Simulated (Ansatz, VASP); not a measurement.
# MgO in VASP and in Ansatz

```xyz
8
Lattice="3.2553 0.0000 0.0000 -1.6277 2.8192 0.0000 0.0000 0.0000 10.4150" Properties=species:S:1:pos:R:3 pbc="T T T"
Mg    0.0000    1.8795   10.0983
Mg    0.0000    0.0000    2.3012
Mg    0.0000    0.0000    7.5086
Mg    1.6277    0.9397    4.8908
O     0.0000    1.8795    8.1228
O     0.0000    0.0000    5.2551
O     0.0000    0.0000    0.3076
O     1.6277    0.9397    2.9153
```

Alike in both runs: task single point; functional PBEsol; k mesh 9 × 9 × 4; occupations gaussian, width 0.05 eV; no spin polarisation.

|  | VASP | Ansatz |
| --- | --- | --- |
| version | VASP 6.6.1 | Ansatz 0.2.0 |
| potentials or method | VASP PAW PBE potentials, release 64 (Mg, O), cutoff 520 eV | scalar-relativistic, plane waves, PAW |
| valence electrons in the cell | 32 | 64 |

VASP gave:

```
gap on the k mesh at the Fermi level (eV)                     : 2.65
least direct gap on the mesh (eV)                             : 2.65
pressure (GPa)                                                : 0.7
traceless stress, the component that is largest in VASP (GPa) : -2.90
rms of the force components (eV/Å)                            : 0.664
```

Task: What did Ansatz give for the same quantities?

Result: gap on the k mesh at the Fermi level (eV): 2.67; least direct gap on the mesh (eV): 2.67; pressure (GPa): 0.9; traceless stress, the component that is largest in VASP (GPa): -2.87; rms of the force components (eV/Å): 0.655.

VASP's potentials were made for PBE, not for PBEsol, and Ansatz warns of the same on its side. Atom by atom the forces differ by 0.010 eV/Å (rms over components). VASP's potentials hold 32 valence electrons a cell and Ansatz's 64, so a difference there can come from the potentials and not from the codes.
